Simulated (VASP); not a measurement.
# AlNi (rocksalt type) (Fm-3m) in VASP: further runs

Runs on AlNi (rocksalt type). Level: PBE. Tasks: single point.

Program: VASP 6.6.1. These are calculated values, not measurements. Logs are shortened: lines on timing, memory, paths and dates and some standing lists are left out, and cuts for length are marked.

## (1) The cell of the first run

It takes space group Fm-3m (No. 225, cubic). The conventional cell has a = 4.355 Å, b = 4.355 Å, c = 4.355 Å, α = 90.00°, β = 90.00°, γ = 90.00°. Within 2.9 Å of Ni (site symmetry m-3m) lie 6 Al at 2.18 Å. Within 2.9 Å of Al (site symmetry m-3m) lie 6 Ni at 2.18 Å.

## (2) Single point, PBE

Input file INCAR:

```
SYSTEM = AlNi
ALGO     = Normal         ! electronic algorithm
EDIFF    = 1E-6           ! SCF threshold, eV
ENCUT    = 520            ! plane-wave cutoff, eV
GGA      = PE             ! functional
ISIF     = 2              ! what is computed and relaxed
ISMEAR   = 0              ! smearing method
LASPH    = .TRUE.         ! aspherical terms in the spheres
LCHARG   = .FALSE.        ! write CHGCAR
LREAL    = .FALSE.        ! projectors in reciprocal space
LWAVE    = .FALSE.        ! write WAVECAR
NBANDS   = 14             ! bands
NELM     = 80             ! most SCF steps
PREC     = Accurate       ! precision mode
SIGMA    = 0.005          ! smearing width, eV
```

Input file KPOINTS:

```
k-points
0
G
  15 15 15
  0 0 0
```

Input file POSCAR:

```
AlNi
1.0
    0.0000000000      2.1774553196      2.1774553196
    2.1774553196      0.0000000000      2.1774553196
    2.1774553196      2.1774553196      0.0000000000
Ni Al
1 1
Direct
    0.0000000000      0.0000000000      0.0000000000
    0.5000000000      0.5000000000      0.5000000000
```

Potentials or basis: VASP PAW PBE potentials, release 64 (Ni, Al).

On the command line:

```console
$ cat potpaw_PBE.64/Ni/POTCAR potpaw_PBE.64/Al/POTCAR > POTCAR
$ mpirun -np 1 vasp_std > vasp.out
```

OUTCAR:

```text
SYSTEM = AlNi
   EDIFF = 1E-6
   ENCUT = 520
   GGA = PE
   ISIF = 2
   ISMEAR = 0
   LASPH = .TRUE.
   LREAL = .FALSE.
   NELM = 80
   PREC = Accurate

 ion  position               nearest neighbor table
   1  0.000  0.000  0.000-   2 2.18   2 2.18   2 2.18   2 2.18   2 2.18   2 2.18
   2  0.500  0.500  0.500-   1 2.18   1 2.18   1 2.18   1 2.18   1 2.18   1 2.18

  LATTYP: Found a face centered cubic cell.
 ALAT       =     4.3549106392

  Lattice vectors:

 A1 = (   0.0000000000,   2.1774553196,   2.1774553196)
 A2 = (   2.1774553196,   0.0000000000,   2.1774553196)
 A3 = (   2.1774553196,   2.1774553196,   0.0000000000)

Analysis of symmetry for initial positions (statically):
=====================================================================
 Subroutine PRICEL returns:
 Original cell was already a primitive cell.

 Routine SETGRP: Setting up the symmetry group for a
 face centered cubic supercell.

 Subroutine GETGRP returns: Found 48 space group operations
 (whereof 48 operations were pure point group operations)
 out of a pool of 48 trial point group operations.

The static configuration has the point symmetry O_h .

Analysis of symmetry for dynamics (positions and initial velocities):
=====================================================================
 Subroutine PRICEL returns:
 Original cell was already a primitive cell.

 Routine SETGRP: Setting up the symmetry group for a
 face centered cubic supercell.

 Subroutine GETGRP returns: Found 48 space group operations
 (whereof 48 operations were pure point group operations)
 out of a pool of 48 trial point group operations.

The dynamic configuration has the point symmetry O_h .

 Subroutine INISYM returns: Found 48 space group operations
 (whereof 48 operations are pure point group operations),
 and found     1 'primitive' translations

----------------------------------------------------------------------------------------

                                     Primitive cell

  volume of cell :      20.6480

  direct lattice vectors                    reciprocal lattice vectors
     0.000000000  2.177455320  2.177455320    -0.229625837  0.229625837  0.229625837
     2.177455320  0.000000000  2.177455320     0.229625837 -0.229625837  0.229625837
     2.177455320  2.177455320  0.000000000     0.229625837  0.229625837 -0.229625837

  length of vectors
     3.079386844  3.079386844  3.079386844     0.397723616  0.397723616  0.397723616

  position of ions in fractional coordinates (direct lattice)
     0.000000000  0.000000000  0.000000000
     0.500000000  0.500000000  0.500000000

  ion indices of the primitive-cell ions
   primitive index   ion index
                 1           1
                 2           2

----------------------------------------------------------------------------------------

 KPOINTS: k-points

Automatic generation of k-mesh.
 Grid dimensions read from file:
 generate k-points for:   15   15   15

 Generating k-lattice:

  Cartesian coordinates                     Fractional coordinates (reciprocal lattice)
    -0.015308389  0.015308389  0.015308389     0.066666667  0.000000000  0.000000000
     0.015308389 -0.015308389  0.015308389     0.000000000  0.066666667  0.000000000
     0.015308389  0.015308389 -0.015308389     0.000000000  0.000000000  0.066666667

  Length of vectors
     0.026514908  0.026514908  0.026514908

  Shift w.r.t. Gamma in fractional coordinates (k-lattice)
     0.000000000  0.000000000  0.000000000

 Subroutine IBZKPT returns following result:
 ===========================================

 Found    120 irreducible k-points:

 Following reciprocal coordinates:
            Coordinates               Weight
  0.000000  0.000000  0.000000      1.000000
  0.066667  0.000000  0.000000      8.000000
  0.133333  0.000000  0.000000      8.000000
  0.200000  0.000000  0.000000      8.000000
  0.266667  0.000000  0.000000      8.000000
  0.333333  0.000000  0.000000      8.000000
[... 16 lines left out ...]
  0.133333  0.133333  0.000000      6.000000
  0.200000  0.133333  0.000000     24.000000
 [... further k-points ...]
   k-points           NKPTS =    120   k-points in BZ     NKDIM =    120   number of bands    NBANDS=     14
   number of dos      NEDOS =    301   number of ions     NIONS =      2
   total plane-waves  NPLWV =  13824
   dimension x,y,z NGX =    24 NGY =   24 NGZ =   24
   dimension x,y,z NGXF=    48 NGYF=   48 NGZF=   48
   ions per type =               1   1
   NGX,Y,Z   is equivalent  to a cutoff of  12.96, 12.96, 12.96 a.u.
   NGXF,Y,Z  is equivalent  to a cutoff of  25.91, 25.91, 25.91 a.u.
 SYSTEM =  AlNi
   PREC   = accura    normal or accurate (medium, high low for compatibility)
   ISTART =      0    job   : 0-new  1-cont  2-samecut
   ICHARG =      2    charge: 1-file 2-atom 10-const
   ISPIN  =      1    spin polarized calculation?
   LNONCOLLINEAR =      F non collinear calculations
   LSORBIT =      F    spin-orbit coupling
   LASPH  =      T    aspherical Exc in radial PAW
   ENCUT  =  520.0 eV  38.22 Ry    6.18 a.u.   5.73  5.73  5.73*2*pi/ulx,y,z
   NELM   =     80;   NELMIN=  2; NELMDL= -5     # of ELM steps
   EDIFF  = 0.1E-05   stopping-criterion for ELM
   LREAL  =      F    real-space projection
[... 7 lines left out ...]
   TEBEG  =    0.0;   TEEND  =   0.0 temperature during run
   PSTRESS=    0.0 pullay stress
   NELECT =      13.0000    total number of electrons
   NUPDOWN=      -1.0000    fix difference up-down
   EMIN   =  10.00;   EMAX   =-10.00  energy-range for DOS
   EFERMI =   0.00;   METHOD = LEGACY
   ISMEAR =     0;   SIGMA  =   0.01  broadening in eV -4-tet -1-fermi 0-gaus
   EFERMI_NEDOS =   21; number of points for ismear=-14 and -15
   IALGO  =     38    algorithm
   IMIX   =      4    mixing-type and parameters
     AMIX     =   0.40;   BMIX     =  1.00
     AMIX_MAG =   1.60;   BMIX_MAG =  1.00
  volume/ion in A,a.u.               =      10.32        69.67
  Fermi-wavevector in a.u.,A,eV,Ry     =   1.403126  2.651524 26.786644  1.968763
  Thomas-Fermi vector in A             =   2.525819
   LORBIT       =      0    0 simple, 1 ext, 2 COOP (PROOUT), +10 PAW based schemes
   GGA     = PE    functional components
   LHFCALC =     F    Hartree Fock is set to
   AEXX    =    0.0000 exact exchange contribution
   IVDW    =     0    specifies the selected vdW correction
   LEPSILON=     F    determine dielectric tensor
   LRPA    =     F    only Hartree local field effects (RPA)
 non-spin polarized calculation
 Gauss-broadening in eV      SIGMA  =   0.01
  energy-cutoff  :      520.00
  volume of cell :       20.65
 maximum number of plane-waves:       568
   NGX = 11   NGY = 11   NGZ = 11

 number of electron      12.9999990 magnetization

 Free energy of the ion-electron system (eV)
  ---------------------------------------------------
  ext. energy  EPLUGINS =         0.00000000
  ---------------------------------------------------
  free energy    TOTEN  =        -7.93906828 eV

  energy without entropy =       -7.93902850  energy(sigma->0) =       -7.93904839

 E-fermi :  12.2585     XC(G=0): -12.6974

 val. band max:       12.2432709962   @ k =   0.4667   0.4667   0.0000
 cond. band min:      12.2589765611   @ k =   0.4667   0.2000   0.0667
 fundamental gap:      0.0157055649
 Fermi energy:        12.2585136940

 k-point     1 :       0.0000    0.0000    0.0000
  band No.  band energies     occupation
      1      -0.0318      2.00000
      2       8.8765      2.00000
      3       8.8765      2.00000
      4       8.8765      2.00000
      5       9.0805      2.00000
      6       9.0805      2.00000
      7      21.2111      0.00000
      8      21.2111      0.00000
      9      21.2111      0.00000
     10      24.2687      0.00000
     11      24.2687      0.00000
     12      24.2687      0.00000
     13      24.4658      0.00000
     14      29.9678      0.00000

 k-point     2 :       0.0667    0.0000    0.0000
  band No.  band energies     occupation
      1       0.0769      2.00000
      2       8.8288      2.00000
      3       8.8996      2.00000
      4       8.8996      2.00000
      5       9.0721      2.00000
      6       9.0721      2.00000
      7      20.2660      0.00000
      8      21.1040      0.00000
      9      21.1040      0.00000
     10      23.5183      0.00000
     11      24.5040      0.00000
     12      24.5040      0.00000
     13      26.1076      0.00000
     14      28.7061      0.00000

 k-point     3 :       0.1333    0.0000    0.0000
  band No.  band energies     occupation
      1       0.4012      2.00000
      2       8.6886      2.00000
      3       8.9003      2.00000
      4       8.9003      2.00000
      5       9.1163      2.00000
      6       9.1163      2.00000
      7      18.3804      0.00000
      8      20.8575      0.00000
      9      20.8575      0.00000
     10      23.3025      0.00000
     11      25.0592      0.00000
     12      25.0592      0.00000
     13      27.2948      0.00000
     14      27.2948      0.00000
[... 324 lines left out ...]
 k-point    23 :       0.1333    0.1333    0.0000
  band No.  band energies     occupation
      1       0.5439      2.00000
      2       8.6423      2.00000
      3       8.8603      2.00000
      4       9.0221      2.00000
      5       9.0221      2.00000
      6       9.1615      2.00000
      7      19.2492      0.00000
      8      19.2492      0.00000
      9      20.9737      0.00000
     10      21.7335      0.00000
     11      24.2757      0.00000
     12      26.3060      0.00000
     13      26.3060      0.00000
     14      28.3463      0.00000

 k-point    24 :       0.2000    0.1333    0.0000
  band No.  band energies     occupation
      1       0.9336      2.00000
      2       8.4977      2.00000
      3       8.7283      2.00000
      4       9.0249      2.00000
      5       9.1384      2.00000
      6       9.2787      2.00000
      7      17.8005      0.00000
      8      18.6505      0.00000
      9      21.0219      0.00000
     10      21.9230      0.00000
     11      22.7765      0.00000
     12      26.6348      0.00000
     13      26.9474      0.00000
     14      29.7740      0.00000

 [... further k-points ...]
[... 5 lines left out ...]
  --------------------------------------------------------------------------------------
  -------------------------------------------------------------------------------------
  Total        9.3334304      9.3334304      9.3334304      0.0000000      0.0000000      0.0000000
  in kB      724.2260209    724.2260209    724.2260209      0.0000000      0.0000000      0.0000000
  external PRESSURE =     724.2260209 kB  Pullay stress =       0.0000000 kB

 VOLUME and BASIS-vectors are now :
 -----------------------------------------------------------------------------
  energy-cutoff  :      520.00
  volume of cell :       20.65
      direct lattice vectors                 reciprocal lattice vectors
     0.000000000  2.177455320  2.177455320    -0.229625837  0.229625837  0.229625837
     2.177455320  0.000000000  2.177455320     0.229625837 -0.229625837  0.229625837
     2.177455320  2.177455320  0.000000000     0.229625837  0.229625837 -0.229625837

 POSITION                                       TOTAL-FORCE (eV/Angst)
 -----------------------------------------------------------------------------------
      0.00000      0.00000      0.00000         0.000000     -0.000000     -0.000000
      2.17746      2.17746      2.17746        -0.000000      0.000000      0.000000
 -----------------------------------------------------------------------------------
    total drift:                                0.000000     -0.000000     -0.000000

  FREE ENERGIE OF THE ION-ELECTRON SYSTEM (eV)
  ---------------------------------------------------
  free  energy   TOTEN  =        -7.9390682765 eV

  energy  without entropy=       -7.9390284972  energy(sigma->0) =       -7.93904839
```

Wall time 9.8 s (1 thread of Intel Xeon 6975P-C (Granite Rapids), shared host); peak memory 0.16 GiB.

What came out:

```
Free energy : -7.9391 eV
Pressure    : 72.4 GPa
```

Spin polarisation is off, so any magnetic state and its effect on volume and gap are missing.

## (3) Single point, PBE (volume scaled by 0.8)

Input file INCAR:

```
SYSTEM = AlNi
ALGO = Normal
EDIFF = 1E-6
ENCUT = 520
GGA = PE
ISIF = 2
ISMEAR = -1
LASPH = .TRUE.
LCHARG = .FALSE.
LREAL = .FALSE.
LWAVE = .FALSE.
NBANDS = 14
NELM = 100
PREC = Accurate
SIGMA = 0.1
```

KPOINTS is that of step 2.

Input file POSCAR:

```
AlNi
1.0
    0.0000000000      2.2552866498      2.2552866498
    2.2552866498      0.0000000000      2.2552866498
    2.2552866498      2.2552866498      0.0000000000
Ni Al
1 1
Direct
    0.0000000000      0.0000000000      0.0000000000
    0.5000000000      0.5000000000      0.5000000000
```

Potentials or basis: VASP PAW PBE potentials, release 64 (Ni, Al).

On the command line:

```console
$ cat potpaw_PBE.64/Ni/POTCAR potpaw_PBE.64/Al/POTCAR > POTCAR
$ mpirun -np 1 vasp_std > vasp.out
```

Wall time 11 s (1 thread of Intel Xeon 6975P-C (Granite Rapids), shared host); peak memory 0.16 GiB.

It converged, with:

| Quantity | Value |
| --- | --- |
| Free energy | -8.7303 eV |
| Pressure | 39.4 GPa |

Levels at points of the mesh, in eV from the Fermi level:
```
           k point  band 4  band 5  band 6  band 7  band 8  band 9
(0.00, 0.00, 0.00)   -2.88   -2.73   -2.73    8.14    8.14    8.14
```

## (4) Single point, PBE (volume scaled by 0.88)

Input file INCAR:

```
ALGO = Normal
EDIFF = 1E-6
ENCUT = 520
GGA = PE
ISIF = 2
ISMEAR = -1
LASPH = True
LCHARG = False
LREAL = False
LWAVE = False
NBANDS = 14
NELM = 80
PREC = Accurate
SIGMA = 0.1
```

Input file KPOINTS:

```
k-points
0
Gamma
  15 15 15
```

Input file POSCAR:

```
AlNi
1.0
    0.0000000000      2.3280875632      2.3280875632
    2.3280875632      0.0000000000      2.3280875632
    2.3280875632      2.3280875632      0.0000000000
Ni Al
1 1
Direct
    0.0000000000      0.0000000000      0.0000000000
    0.5000000000      0.5000000000      0.5000000000
```

On the command line:

```console
$ cat potpaw_PBE.64/Ni/POTCAR potpaw_PBE.64/Al/POTCAR > POTCAR
$ mpirun -np 1 vasp_std > vasp.out
```

Run time: 10 s. Hardware: 1 thread of Intel Xeon 6975P-C (Granite Rapids), shared host; peak memory 0.17 GiB.

Results (log left out):

| Quantity | Value |
| --- | --- |
| Free energy | -9.1336 eV |
| Pressure | 18.3 GPa |

Levels at points of the mesh, in eV from the Fermi level:
```tsv
k point	band 2	band 3	band 4	band 5	band 6	band 7	band 8	band 9	band 10	band 11
(0.00, 0.00, 0.00)	-2.48	-2.48	-2.48	-2.37	-2.37	7.49	7.49	7.49	11.04	11.04
```

[end of part 1 of 2]
